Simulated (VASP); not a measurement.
Input of a VASP 6.6.1 run:

INCAR

```
SYSTEM = OF2
ALGO     = Normal         ! electronic algorithm
EDIFF    = 1E-6           ! SCF threshold, eV
EDIFFG   = -0.01          ! ionic threshold
ENCUT    = 600            ! plane-wave cutoff, eV
GGA      = PS             ! functional
IBRION   = 2              ! ionic algorithm
ISIF     = 3              ! what is computed and relaxed
ISMEAR   = -1             ! smearing method
LASPH    = .True.         ! aspherical terms in the spheres
LCHARG   = .False.        ! write CHGCAR
LREAL    = .False.        ! projectors in reciprocal space
LWAVE    = .False.        ! write WAVECAR
NELM     = 80             ! most SCF steps
NSW      = 100            ! ionic steps
PREC     = Accurate       ! precision mode
SIGMA    = 0.03           ! smearing width, eV
```

Contents of KPOINTS:

```
k-points
0
Gamma
  6 6 6
  0 0 0
```

Contents of POSCAR:

```
OF2
1.0
   -2.3134706600      3.9517952000      2.2327217700
    2.3134706600     -3.9517952000      2.2327217700
    2.3134706600      3.9517952000     -2.2327217700
O F
2 4
Direct
    0.7500000000      0.7500000000      0.0000000000
    0.2500000000      0.2500000000      0.0000000000
    0.8847451400      0.7985647100      0.6833098500
    0.1152548700      0.2014352900      0.3166901500
    0.6152548700      0.2985647100      0.9138195800
    0.3847451300      0.7014352900      0.0861804200
```

Potentials or basis: VASP PAW PBE potentials, release 64 (O, F).

Command:

```bash
$ cat potpaw_PBE.64/O/POTCAR potpaw_PBE.64/F/POTCAR > POTCAR
$ mpirun -np 1 vasp_std > vasp.out
```

(1) Predict the relaxed cell.

(2) What does it give for the band gap on the k mesh?

(3) Estimate the space group after relaxing (to 0.1 Å).

Results:

(1) a = 4.836 Å, b = 4.836 Å, c = 4.836 Å, α = 115.03°, β = 95.73°, γ = 118.49°.

(2) 0.51 eV (least direct gap 0.52 eV).

(3) Cmmm (No. 65).
